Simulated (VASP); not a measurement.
# C (P6/mmm) in VASP: a series of runs, part 2 of 2

VASP 6.6.1.

## 3. Single point, PBE

This run uses another cell than the first one, of 21.22 Å³/atom, 3.792 times its volume.

File INCAR:

```
SYSTEM = C
PREC = Accurate ; ENCUT = 520
EDIFF = 1E-6 ; ISMEAR = 0
SIGMA = 0.1 ; LREAL = .False.
LASPH = .True. ; NELM = 100
ALGO = Normal ; ISIF = 2
LWAVE = .False. ; LCHARG = .False.
GGA = PE ; NBANDS = 8
```

File KPOINTS:

```
Automatic mesh
0
Gamma
  18 18 42
  0 0 0
```

File POSCAR:

```
C
1.0
    4.3715832078      0.0000000000      0.0000000000
   -2.1857916039      3.7859021127      0.0000000000
    0.0000000000      0.0000000000      1.2822980749
C
1
Direct
    0.0000000000      0.0000000000      0.0000000000
```

Potentials or basis: VASP PAW PBE potentials, release 64 (C).

Command:

```console
cat potpaw_PBE.64/C/POTCAR > POTCAR
mpirun -np 1 vasp_std > vasp.out
```

OUTCAR:

```text
SYSTEM = C
   PREC = Accurate
   ENCUT = 520
   EDIFF = 1E-6
   ISMEAR = 0
   LREAL = .False.
   LASPH = .True.
   NELM = 100
   ISIF = 2
   GGA = PE

 ion  position               nearest neighbor table
   1  0.000  0.000  0.000-

  LATTYP: Found a hexagonal cell.
 ALAT       =     4.3715832078
 C/A-ratio  =     0.2933257847

  Lattice vectors:

 A1 = (   4.3715832078,   0.0000000000,   0.0000000000)
 A2 = (  -2.1857916039,   3.7859021127,   0.0000000000)
 A3 = (   0.0000000000,   0.0000000000,   1.2822980749)

Analysis of symmetry for initial positions (statically):
=====================================================================
 Subroutine PRICEL returns:
 Original cell was already a primitive cell.

 Routine SETGRP: Setting up the symmetry group for a
 hexagonal supercell.

 Subroutine GETGRP returns: Found 24 space group operations
 (whereof 24 operations were pure point group operations)
 out of a pool of 24 trial point group operations.

The static configuration has the point symmetry D_6h.

[... 159 lines left out ...]
 E-fermi :  -1.4102     XC(G=0):  -6.3280

 val. band max:       -1.7061156644   @ k =   0.0000   0.0000   0.2381
 cond. band min:      -1.1157549306   @ k =   0.5000   0.0000   0.2619
 fundamental gap:      0.5903607338
 Fermi energy:        -1.4102216376

 k-point     1 :       0.0000    0.0000    0.0000
  band No.  band energies     occupation
      1     -17.7055      2.00000
      2      -6.5135      2.00000
      3      -6.5135      2.00000
      4       2.4371      0.00000
      5       8.5375      0.00000
      6       8.5375      0.00000
      7      10.8793      0.00000
      8      16.6396      0.00000
[... 243 lines left out ...]
 k-point    24 :       0.3889    0.1111    0.0000
  band No.  band energies     occupation
      1     -17.6523      2.00000
      2      -6.9332      2.00000
      3      -6.6421      2.00000
      4       4.8282      0.00000
      5       5.7398      0.00000
      6      10.1282      0.00000
      7      12.4714      0.00000
      8      13.7260      0.00000

 [... further k-points ...]

------------------------ aborting loop because EDIFF is reached ----------------------------------------

  FORCE on cell =-STRESS in cart. coord.  units (eV):
  Direction    XX          YY          ZZ          XY          YZ          ZX
  --------------------------------------------------------------------------------------
  -------------------------------------------------------------------------------------
  Total        0.0025644      0.0025644     -0.0378008      0.0000000      0.0000000      0.0000000
  in kB        0.1936007      0.1936007     -2.8537434      0.0000000      0.0000000      0.0000000
  external PRESSURE =      -0.8221807 kB  Pullay stress =       0.0000000 kB

 VOLUME and BASIS-vectors are now :
 -----------------------------------------------------------------------------
  energy-cutoff  :      520.00
  volume of cell :       21.22
      direct lattice vectors                 reciprocal lattice vectors
     4.371583208  0.000000000  0.000000000     0.228750078  0.132068919  0.000000000
    -2.185791604  3.785902113  0.000000000     0.000000000  0.264137838  0.000000000
     0.000000000  0.000000000  1.282298075     0.000000000  0.000000000  0.779849880

 POSITION                                       TOTAL-FORCE (eV/Angst)
 -----------------------------------------------------------------------------------
      0.00000      0.00000      0.00000         0.000000      0.000000      0.000000
 -----------------------------------------------------------------------------------
    total drift:                                0.000000     -0.000000     -0.000000

  FREE ENERGIE OF THE ION-ELECTRON SYSTEM (eV)
  ---------------------------------------------------
  free  energy   TOTEN  =        -8.2618810732 eV

  energy  without entropy=       -8.2618810024  energy(sigma->0) =       -8.26188104
```

OSZICAR:

```text
N       E                     dE             d eps       ncg     rms          rms(c)
DAV:   1     0.821086339838E-01    0.82109E-01   -0.21250E+03 13272   0.434E+02
DAV:   2    -0.897314279944E+01   -0.90553E+01   -0.87385E+01 17504   0.582E+01
DAV:   3    -0.910607060736E+01   -0.13293E+00   -0.13240E+00 15480   0.790E+00
DAV:   4    -0.910659334404E+01   -0.52274E-03   -0.52274E-03 20680   0.490E-01
DAV:   5    -0.910659424830E+01   -0.90427E-06   -0.90428E-06 15944   0.129E-02    0.493E+00
DAV:   6    -0.843580823627E+01    0.67079E+00   -0.93843E-01 14624   0.457E+00    0.271E+00
DAV:   7    -0.826060409289E+01    0.17520E+00   -0.73369E-01 16056   0.397E+00    0.905E-01
DAV:   8    -0.826225319712E+01   -0.16491E-02   -0.94429E-03 14760   0.613E-01    0.155E-01
DAV:   9    -0.826184865226E+01    0.40454E-03   -0.97118E-04 17144   0.144E-01    0.899E-02
DAV:  10    -0.826190277411E+01   -0.54122E-04   -0.67770E-04 13696   0.130E-01    0.699E-02
DAV:  11    -0.826188086981E+01    0.21904E-04   -0.69403E-05 16840   0.404E-02    0.450E-03
DAV:  12    -0.826188107323E+01   -0.20341E-06   -0.12674E-06 14272   0.911E-03
   1 F= -.82618811E+01 E0= -.82618810E+01  d E =-.708024E-07
```

Run time: 57 s. Hardware: 1 thread of Intel Xeon Platinum 8375C at 2.90GHz (Ice Lake), shared host; peak memory 0.22 GiB.

What came out:

- Free energy: -8.2619 eV
- Pressure: -0.1 GPa
- Band gap on the k mesh: zero (band 2 reaches 7.75 eV, above the bottom of band 3 at -6.82 eV)

Stress tensor (GPa, compression positive):
```
 0.02  0.00  0.00
 0.00  0.02  0.00
 0.00  0.00 -0.29
```

## 4. Relaxation of cell and atoms, PBE

This run uses another cell than the first one, of 14.53 Å³/atom, 2.597 times its volume.

File INCAR:

```
SYSTEM = C
ALGO     = Normal         ! electronic algorithm
EDIFF    = 1E-7           ! SCF threshold, eV
EDIFFG   = -0.01          ! ionic threshold
ENCUT    = 600            ! plane-wave cutoff, eV
GGA      = PE             ! functional
IBRION   = 2              ! ionic algorithm
ISIF     = 3              ! what is computed and relaxed
ISMEAR   = 0              ! smearing method
LASPH    = .True.         ! aspherical terms in the spheres
LCHARG   = .False.        ! write CHGCAR
LREAL    = .False.        ! projectors in reciprocal space
LWAVE    = .False.        ! write WAVECAR
NELM     = 100            ! most SCF steps
NSW      = 100            ! ionic steps
PREC     = Accurate       ! precision mode
SIGMA    = 0.1            ! smearing width, eV
```

File KPOINTS:

```
k-points
0
Gamma
  18 18 42
  0 0 0
```

File POSCAR:

```
C
1.0
    3.6153897917      0.0000000000      0.0000000000
   -1.8076948959      3.1310194042      0.0000000000
    0.0000000000      0.0000000000      1.2839145731
C
1
Direct
    0.0000000000      0.0000000000      0.0000000000
```

Command:

```console
cat potpaw_PBE.64/C/POTCAR > POTCAR
mpirun -np 1 vasp_std > vasp.out
```

Run time: 5.1 min. Hardware: 1 thread of Intel Xeon Platinum 8375C at 2.90GHz (Ice Lake), shared host; peak memory 0.18 GiB.

Results (log left out):

- Free energy: -8.2580 eV
- Relaxed volume: 19.28 Å³/atom
- Relaxed cell: a = 4.167 Å, b = 4.167 Å, c = 1.282 Å, α = 90.00°, β = 90.00°, γ = 120.00°
- Space group after relaxing (to 0.05 Å): P6/mmm (No. 191)
- Energy gained by relaxing: 18.8 meV/atom
- Ionic steps: 11
- Pressure after relaxing: 0.0 GPa
- Band gap on the k mesh: zero (band 2 reaches 8.14 eV, above the bottom of band 3 at -6.48 eV)

Step by step:
| step | energy change (eV) | largest force (eV/Å) | pressure (GPa) | volume (Å³) |
| --- | --- | --- | --- | --- |
| 1 | 0.0000 | 0.0000 | -0.04 | 14.53 |
| 2 | 0.0036 | 0.0000 | 4.81 | 14.52 |
| 3 | -0.0004 | 0.0000 | 1.09 | 14.53 |
| 4 | -0.0016 | 0.0000 | 1.04 | 14.71 |
| 5 | -0.0051 | 0.0000 | 0.88 | 15.24 |
| 6 | -0.0114 | 0.0000 | 0.62 | 16.32 |
| 7 | -0.0184 | 0.0000 | 0.10 | 18.61 |
| 8 | -0.0188 | 0.0000 | -0.07 | 19.40 |
| 9 | -0.0188 | 0.0000 | -0.04 | 19.28 |
| 10 | -0.0179 | 0.0000 | 1.27 | 19.28 |
| 11 | -0.0188 | 0.0000 | 0.00 | 19.28 |

Final structure:
```
CELL_PARAMETERS angstrom
4.16747 0.00000 0.00000
-2.08373 3.60913 0.00000
0.00000 0.00000 1.28173
ATOMIC_POSITIONS crystal
C 0.00000 0.00000 0.00000
```

Levels at points of the mesh, in eV from the Fermi level:
| k point | band 1 | band 2 | band 3 | band 4 | band 5 |
| --- | --- | --- | --- | --- | --- |
| (0.00, 0.00, 0.00) | -16.32 | -5.02 | -5.02 | 4.00 | 10.43 |
| (0.50, 0.00, 0.00) | -16.23 | -5.64 | -5.16 | 6.42 | 7.63 |
| (0.00, 0.00, 0.50) | -9.04 | 8.52 | 11.29 | 11.29 | 23.95 |
| (0.50, 0.00, 0.50) | -9.03 | 8.66 | 11.11 | 11.25 | 21.91 |

Caveat: the volume moved by over 15 % at a fixed basis, so the end points are rough.

## 5. The runs side by side

| task | cell | k mesh | cutoff (eV) | gap on the mesh (eV) | pressure (GPa) |
| --- | --- | --- | --- | --- | --- |
| single point | a = 2.020, b = 2.020, c = 1.584 Å, angles 90.0, 90.0, 120.0°, 1 atom | 33 × 33 × 34 | 520 | none | 0.3 |
| single point | a = 4.372, b = 4.372, c = 1.282 Å, angles 90.0, 90.0, 120.0°, 1 atom | 18 × 18 × 42 | 520 | none | -0.1 |
| relaxation of cell and atoms | relaxed from a = 3.615, b = 3.615, c = 1.284 Å, angles 90.0, 90.0, 120.0°, 1 atom | 18 × 18 × 42 | 600 | none | 0.0 |

Alike in all rows: level PBE; potentials or basis VASP PAW PBE potentials, release 64 (C); no spin polarisation; smearing gaussian 0.1 eV.

Caveats: the volume moved by over 15 % at a fixed basis, so the end points are rough (some runs).

Total energies depend on the potentials used, so only differences within one code and one set of settings carry meaning.
